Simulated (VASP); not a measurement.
# NbC (sol) (Fm-3m) in VASP: further runs

Runs on NbC (sol). Level: PBEsol. Tasks: single point, relaxation of cell and atoms.

All numbers are computed with VASP 6.6.1; they aren't measurements. Logs are shortened: lines on timing, memory, paths and dates and some standing lists are left out, and cuts for length are marked.

**1. The cell of the first run**

Symmetry: Fm-3m, No. 225, cubic system. The conventional cell has a = 4.508 Å, b = 4.508 Å, c = 4.508 Å, α = 90.00°, β = 90.00°, γ = 90.00°. Within 3.0 Å of Nb (site symmetry m-3m) lie 6 C at 2.25 Å. Within 3.0 Å of C (site symmetry m-3m) lie 6 Nb at 2.25 Å.

**2. Single point, PBEsol**

Input file INCAR:

```
SYSTEM = NbC
ALGO = Normal
EDIFF = 1E-6
ENCUT = 600
GGA = PS
GGA_COMPAT = .False.
ISIF = 2
ISMEAR = 0
LASPH = .True.
LCHARG = .False.
LREAL = .False.
LWAVE = .False.
NBANDS = 16
NELM = 120
PREC = Accurate
SIGMA = 0.1
```

Input file KPOINTS:

```
k-points
0
Gamma
  8 8 8
  0 0 0
```

Input file POSCAR:

```
NbC
1.0
    0.0000000000      2.2540454600      2.2540454600
    2.2540454600      0.0000000000      2.2540454600
    2.2540454600      2.2540454600      0.0000000000
Nb C
1 1
Direct
    0.0000000000      0.0000000000      0.0000000000
    0.5000000000      0.5000000000      0.5000000000
```

Potentials or basis: VASP PAW PBE potentials, release 64 (Nb_sv, C).

The run is started by

```
cat potpaw_PBE.64/Nb_sv/POTCAR potpaw_PBE.64/C/POTCAR > POTCAR
mpirun -np 1 vasp_std > vasp.out
```

OUTCAR:

```text
SYSTEM = NbC
   EDIFF = 1E-6
   ENCUT = 600
   GGA = PS
   ISIF = 2
   ISMEAR = 0
   LASPH = .True.
   LREAL = .False.
   NELM = 120
   PREC = Accurate

 ion  position               nearest neighbor table
   1  0.000  0.000  0.000-   2 2.25   2 2.25   2 2.25   2 2.25   2 2.25   2 2.25
   2  0.500  0.500  0.500-   1 2.25   1 2.25   1 2.25   1 2.25   1 2.25   1 2.25

  LATTYP: Found a face centered cubic cell.
 ALAT       =     4.5080909200

  Lattice vectors:

 A1 = (   0.0000000000,   2.2540454600,   2.2540454600)
 A2 = (   2.2540454600,   0.0000000000,   2.2540454600)
 A3 = (   2.2540454600,   2.2540454600,   0.0000000000)

Analysis of symmetry for initial positions (statically):
=====================================================================
 Subroutine PRICEL returns:
 Original cell was already a primitive cell.

 Routine SETGRP: Setting up the symmetry group for a
 face centered cubic supercell.

 Subroutine GETGRP returns: Found 48 space group operations
 (whereof 48 operations were pure point group operations)
 out of a pool of 48 trial point group operations.

The static configuration has the point symmetry O_h .

Analysis of symmetry for dynamics (positions and initial velocities):
=====================================================================
 Subroutine PRICEL returns:
 Original cell was already a primitive cell.

 Routine SETGRP: Setting up the symmetry group for a
 face centered cubic supercell.

 Subroutine GETGRP returns: Found 48 space group operations
 (whereof 48 operations were pure point group operations)
 out of a pool of 48 trial point group operations.

The dynamic configuration has the point symmetry O_h .

 Subroutine INISYM returns: Found 48 space group operations
 (whereof 48 operations are pure point group operations),
 and found     1 'primitive' translations

----------------------------------------------------------------------------------------

                                     Primitive cell

  volume of cell :      22.9044

  direct lattice vectors                    reciprocal lattice vectors
     0.000000000  2.254045460  2.254045460    -0.221823388  0.221823388  0.221823388
     2.254045460  0.000000000  2.254045460     0.221823388 -0.221823388  0.221823388
     2.254045460  2.254045460  0.000000000     0.221823388  0.221823388 -0.221823388

  length of vectors
     3.187701660  3.187701660  3.187701660     0.384209378  0.384209378  0.384209378

  position of ions in fractional coordinates (direct lattice)
     0.000000000  0.000000000  0.000000000
     0.500000000  0.500000000  0.500000000

  ion indices of the primitive-cell ions
   primitive index   ion index
                 1           1
                 2           2

----------------------------------------------------------------------------------------

 KPOINTS: k-points

Automatic generation of k-mesh.
 Grid dimensions read from file:
 generate k-points for:    8    8    8

 Generating k-lattice:

  Cartesian coordinates                     Fractional coordinates (reciprocal lattice)
    -0.027727923  0.027727923  0.027727923     0.125000000  0.000000000  0.000000000
     0.027727923 -0.027727923  0.027727923     0.000000000  0.125000000  0.000000000
     0.027727923  0.027727923 -0.027727923     0.000000000  0.000000000  0.125000000

  Length of vectors
     0.048026172  0.048026172  0.048026172

  Shift w.r.t. Gamma in fractional coordinates (k-lattice)
     0.000000000  0.000000000  0.000000000

 Subroutine IBZKPT returns following result:
 ===========================================

 Found     29 irreducible k-points:

 Following reciprocal coordinates:
            Coordinates               Weight
  0.000000  0.000000  0.000000      1.000000
  0.125000  0.000000  0.000000      8.000000
  0.250000  0.000000  0.000000      8.000000
  0.375000  0.000000  0.000000      8.000000
  0.500000  0.000000  0.000000      4.000000
  0.125000  0.125000  0.000000      6.000000
[... 16 lines left out ...]
  0.500000  0.250000  0.125000     48.000000
 -0.375000  0.250000  0.125000     24.000000
 [... further k-points ...]
   k-points           NKPTS =     29   k-points in BZ     NKDIM =     29   number of bands    NBANDS=     16
   number of dos      NEDOS =    301   number of ions     NIONS =      2
   total plane-waves  NPLWV =  21952
   dimension x,y,z NGX =    28 NGY =   28 NGZ =   28
   dimension x,y,z NGXF=    56 NGYF=   56 NGZF=   56
   ions per type =               1   1
   NGX,Y,Z   is equivalent  to a cutoff of  14.60, 14.60, 14.60 a.u.
   NGXF,Y,Z  is equivalent  to a cutoff of  29.21, 29.21, 29.21 a.u.
 SYSTEM =  NbC
   PREC   = accura    normal or accurate (medium, high low for compatibility)
   ISTART =      0    job   : 0-new  1-cont  2-samecut
   ICHARG =      2    charge: 1-file 2-atom 10-const
   ISPIN  =      1    spin polarized calculation?
   LNONCOLLINEAR =      F non collinear calculations
   LSORBIT =      F    spin-orbit coupling
   LASPH  =      T    aspherical Exc in radial PAW
   ENCUT  =  600.0 eV  44.10 Ry    6.64 a.u.   6.37  6.37  6.37*2*pi/ulx,y,z
   NELM   =    120;   NELMIN=  2; NELMDL= -5     # of ELM steps
   EDIFF  = 0.1E-05   stopping-criterion for ELM
   LREAL  =      F    real-space projection
[... 7 lines left out ...]
   TEBEG  =    0.0;   TEEND  =   0.0 temperature during run
   PSTRESS=    0.0 pullay stress
   NELECT =      17.0000    total number of electrons
   NUPDOWN=      -1.0000    fix difference up-down
   EMIN   =  10.00;   EMAX   =-10.00  energy-range for DOS
   EFERMI =   0.00;   METHOD = LEGACY
   ISMEAR =     0;   SIGMA  =   0.10  broadening in eV -4-tet -1-fermi 0-gaus
   EFERMI_NEDOS =   21; number of points for ismear=-14 and -15
   IALGO  =     38    algorithm
   IMIX   =      4    mixing-type and parameters
     AMIX     =   0.40;   BMIX     =  1.00
     AMIX_MAG =   1.60;   BMIX_MAG =  1.00
  volume/ion in A,a.u.               =      11.45        77.28
  Fermi-wavevector in a.u.,A,eV,Ry     =   1.482240  2.801027 29.892473  2.197035
  Thomas-Fermi vector in A             =   2.596050
   LORBIT       =      0    0 simple, 1 ext, 2 COOP (PROOUT), +10 PAW based schemes
   GGA     = PS    functional components
   LHFCALC =     F    Hartree Fock is set to
   AEXX    =    0.0000 exact exchange contribution
   IVDW    =     0    specifies the selected vdW correction
   LEPSILON=     F    determine dielectric tensor
   LRPA    =     F    only Hartree local field effects (RPA)
 non-spin polarized calculation
 Gauss-broadening in eV      SIGMA  =   0.10
  energy-cutoff  :      600.00
  volume of cell :       22.90
 maximum number of plane-waves:       778
 NGX is ok and might be reduce to    28
   NGX = 13   NGY = 13   NGZ = 13

 number of electron      17.0000000 magnetization

 Free energy of the ion-electron system (eV)
  ---------------------------------------------------
  ext. energy  EPLUGINS =         0.00000000
  ---------------------------------------------------
  free energy    TOTEN  =       -21.82011815 eV

  energy without entropy =      -21.81582478  energy(sigma->0) =      -21.81797147

 E-fermi :  12.2141     XC(G=0): -13.0897

 val. band max:       11.9598923872   @ k =   0.3750   0.1250   0.0000
 cond. band min:      12.2404918991   @ k =  -0.2500   0.1250   0.0000
 fundamental gap:      0.2805995120
 Fermi energy:        12.2140856905

 k-point     1 :       0.0000    0.0000    0.0000
  band No.  band energies     occupation
      1     -43.6002      2.00000
      2     -19.3539      2.00000
      3     -19.3539      2.00000
      4     -19.3539      2.00000
      5      -1.2030      2.00000
      6      10.7952      2.00000
[... 8 lines left out ...]
     15      21.9918      0.00000
     16      33.8773      0.00000

 k-point     2 :       0.1250    0.0000    0.0000
  band No.  band energies     occupation
      1     -43.5862      2.00000
      2     -19.4739      2.00000
      3     -19.3653      2.00000
      4     -19.3653      2.00000
      5      -0.8256      2.00000
      6       9.4821      2.00000
[... 8 lines left out ...]
     15      22.8622      0.00000
     16      31.5285      0.00000

 k-point     3 :       0.2500    0.0000    0.0000
  band No.  band energies     occupation
      1     -43.5523      2.00000
      2     -19.7542      2.00000
      3     -19.3927      2.00000
      4     -19.3927      2.00000
      5       0.1820      2.00000
      6       7.4995      2.00000
[... 8 lines left out ...]
     15      24.4364      0.00000
     16      28.9129      0.00000

 k-point     4 :       0.3750    0.0000    0.0000
  band No.  band energies     occupation
      1     -43.5181      2.00000
      2     -20.0226      2.00000
      3     -19.4198      2.00000
      4     -19.4198      2.00000
      5       1.5001      2.00000
      6       5.6699      2.00000
[... 8 lines left out ...]
     15      25.7976      0.00000
     16      25.7994      0.00000

 k-point     5 :       0.5000    0.0000    0.0000
  band No.  band energies     occupation
      1     -43.5039      2.00000
      2     -20.1307      2.00000
      3     -19.4310      2.00000
      4     -19.4310      2.00000
      5       2.3782      2.00000
      6       4.6460      2.00000
[... 8 lines left out ...]
     15      24.3730      0.00000
     16      24.3730      0.00000

 k-point     6 :       0.1250    0.1250    0.0000
  band No.  band energies     occupation
      1     -43.5816      2.00000
      2     -19.4650      2.00000
      3     -19.3932      2.00000
      4     -19.3932      2.00000
      5      -0.7243      2.00000
      6       8.7989      2.00000
[... 8 lines left out ...]
     15      23.1733      0.00000
     16      31.1678      0.00000

 k-point     7 :       0.2500    0.1250    0.0000
  band No.  band energies     occupation
      1     -43.5543      2.00000
      2     -19.6720      2.00000
      3     -19.4322      2.00000
      4     -19.4163      2.00000
      5      -0.0096      2.00000
      6       7.4021      2.00000
[... 8 lines left out ...]
     15      24.5531      0.00000
     16      28.6280      0.00000

 k-point     8 :       0.3750    0.1250    0.0000
  band No.  band energies     occupation
      1     -43.5202      2.00000
      2     -19.9294      2.00000
      3     -19.4594      2.00000
      4     -19.4566      2.00000
      5       1.0422      2.00000
      6       6.1480      2.00000
[... 8 lines left out ...]
     15      25.4228      0.00000
     16      26.4394      0.00000

 k-point     9 :       0.5000    0.1250    0.0000
  band No.  band energies     occupation
      1     -43.4993      2.00000
      2     -20.0795      2.00000
      3     -19.5005      2.00000
      4     -19.4591      2.00000
      5       1.9383      2.00000
      6       5.1688      2.00000
[... 8 lines left out ...]
     15      24.8836      0.00000
     16      25.2696      0.00000
[... 172 lines left out ...]
 k-point    19 :       0.5000    0.3750    0.0000
  band No.  band energies     occupation
      1     -43.4768      2.00000
      2     -19.9901      2.00000
      3     -19.6556      2.00000
      4     -19.5924      2.00000
      5       0.4403      2.00000
      6       7.6882      2.00000
[... 8 lines left out ...]
     15      23.9905      0.00000
     16      27.5577      0.00000

 k-point    20 :      -0.3750    0.3750    0.0000
  band No.  band energies     occupation
      1     -43.4747      2.00000
      2     -19.9191      2.00000
      3     -19.7921      2.00000
      4     -19.5539      2.00000
      5       0.8814      2.00000
      6       7.0090      2.00000
[... 8 lines left out ...]
     15      23.7377      0.00000
     16      25.6358      0.00000

 k-point    21 :       0.5000    0.5000    0.0000
  band No.  band energies     occupation
      1     -43.4721      2.00000
      2     -20.0349      2.00000
      3     -19.6196      2.00000
      4     -19.6196      2.00000
      5       0.1877      2.00000
      6       8.0051      2.00000
[... 8 lines left out ...]
     15      23.9850      0.00000
     16      29.8106      0.00000

 k-point    22 :       0.3750    0.2500    0.1250
  band No.  band energies     occupation
      1     -43.5269      2.00000
      2     -19.8087      2.00000
      3     -19.5386      2.00000
      4     -19.4356      2.00000
      5       0.6221      2.00000
      6       6.5942      2.00000
[... 8 lines left out ...]
     15      25.1576      0.00000
     16      26.1161      0.00000

 k-point    23 :       0.5000    0.2500    0.1250
  band No.  band energies     occupation
      1     -43.4994      2.00000
      2     -19.9523      2.00000
      3     -19.6139      2.00000
      4     -19.4751      2.00000
      5       1.2928      2.00000
      6       6.0248      2.00000
[... 8 lines left out ...]
     15      25.0601      0.00000
     16      25.2939      0.00000

 k-point    24 :      -0.3750    0.2500    0.1250
  band No.  band energies     occupation
      1     -43.4880      2.00000
      2     -20.0144      2.00000
      3     -19.6339      2.00000
      4     -19.4987      2.00000
      5       1.5877      2.00000
      6       5.7519      2.00000
[... 8 lines left out ...]
     15      25.0656      0.00000
     16      25.7247      0.00000

 [... further k-points ...]

------------------------ aborting loop because EDIFF is reached ----------------------------------------

  FORCE on cell =-STRESS in cart. coord.  units (eV):
  Direction    XX          YY          ZZ          XY          YZ          ZX
  --------------------------------------------------------------------------------------
  -------------------------------------------------------------------------------------
  Total       -1.7149395     -1.7149395     -1.7149395      0.0000000     -0.0000000      0.0000000
  in kB     -119.9613622   -119.9613622   -119.9613622      0.0000000     -0.0000000      0.0000000
  external PRESSURE =    -119.9613622 kB  Pullay stress =       0.0000000 kB

 VOLUME and BASIS-vectors are now :
 -----------------------------------------------------------------------------
  energy-cutoff  :      600.00
  volume of cell :       22.90
      direct lattice vectors                 reciprocal lattice vectors
     0.000000000  2.254045460  2.254045460    -0.221823388  0.221823388  0.221823388
     2.254045460  0.000000000  2.254045460     0.221823388 -0.221823388  0.221823388
     2.254045460  2.254045460  0.000000000     0.221823388  0.221823388 -0.221823388

 POSITION                                       TOTAL-FORCE (eV/Angst)
 -----------------------------------------------------------------------------------
      0.00000      0.00000      0.00000        -0.000000     -0.000000     -0.000000
      2.25405      2.25405      2.25405         0.000000      0.000000      0.000000
 -----------------------------------------------------------------------------------
    total drift:                               -0.000000      0.000000      0.000000

  FREE ENERGIE OF THE ION-ELECTRON SYSTEM (eV)
  ---------------------------------------------------
  free  energy   TOTEN  =       -21.8201181539 eV

  energy  without entropy=      -21.8158247799  energy(sigma->0) =      -21.81797147
```

It took 9.8 s on 1 thread of Intel Xeon Platinum 8488C (Sapphire Rapids), shared host; peak memory 0.16 GiB.

What came out:

- Free energy: -21.8201 eV
- Pressure: -12.0 GPa

Levels at points of the mesh, in eV from the Fermi level:
```csv
k point,band 5,band 6,band 7,band 8,band 9,band 10,band 11,band 12,band 13,band 14
"(0.00, 0.00, 0.00)",-13.42,-1.42,-1.42,-1.42,-0.31,-0.31,-0.31,0.19,0.19,7.19
"(0.50, 0.00, 0.00)",-9.84,-7.57,-5.12,-5.12,1.92,1.92,3.31,5.53,8.56,8.56
"(0.50, 0.50, 0.00)",-12.03,-4.21,-3.98,-1.42,-1.42,1.78,2.98,2.98,6.10,9.44
```

Caveat: the PAW data sets were made with another functional, which shifts forces and pressure a little.

(Part 1 of 2 ends here.)
